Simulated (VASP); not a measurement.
Here is a VASP 6.6.1 calculation.

The input INCAR:

```
SYSTEM = Pd
  PREC = Accurate
  ENCUT = 520
  EDIFF = 1E-8
  ISMEAR = -1
  SIGMA = 0.05
  LREAL = .FALSE.
  LASPH = .TRUE.
  NELM = 60
  ALGO = Normal
  ISIF = 2
  LWAVE = .FALSE.
  LCHARG = .FALSE.
  GGA = PS
  LEFG = .TRUE.
  NBANDS = 17
```

KPOINTS

```
Automatic mesh
0
G
  12 12 7
  0 0 0
```

POSCAR

```
Pd
1.0
    2.7983685316      0.0000000000      0.0000000000
   -1.3991842658      2.4234582375      0.0000000000
    0.0000000000      0.0000000000      4.5333570212
Pd
2
Direct
    0.2733333333      0.6366666667      0.2050000000
    0.7266666667      0.3633333333      0.7950000000
```

Potentials or basis: VASP PAW PBE potentials, release 64 (Pd).

Run with:

```bash
$ cat potpaw_PBE.64/Pd/POTCAR > POTCAR
$ mpirun -np 1 vasp_std > vasp.out
```

Task: Estimate the largest force.

Result: 4.811 eV/Å.

Task: Estimate the pressure.

Result: 11.6 GPa.

Task: Predict the band gap on the k mesh.

Result: Zero (bands 10 and 11 overlap by 0.74 eV).

Forces on the atoms (eV/Å):
```
Pd   1.253  0.724  4.588
Pd  -1.253 -0.724 -4.588
```

Caveat: the cell differs from its parent crystal (shortest bond scaled by 0.82); the stress differs along the axes, from 1 to 23 GPa; without QUAD_EFG the Cq values of the log hold for a quadrupole moment of 1 mb, not for the nuclei; the PAW data sets were made with another functional, which shifts forces and pressure a little.
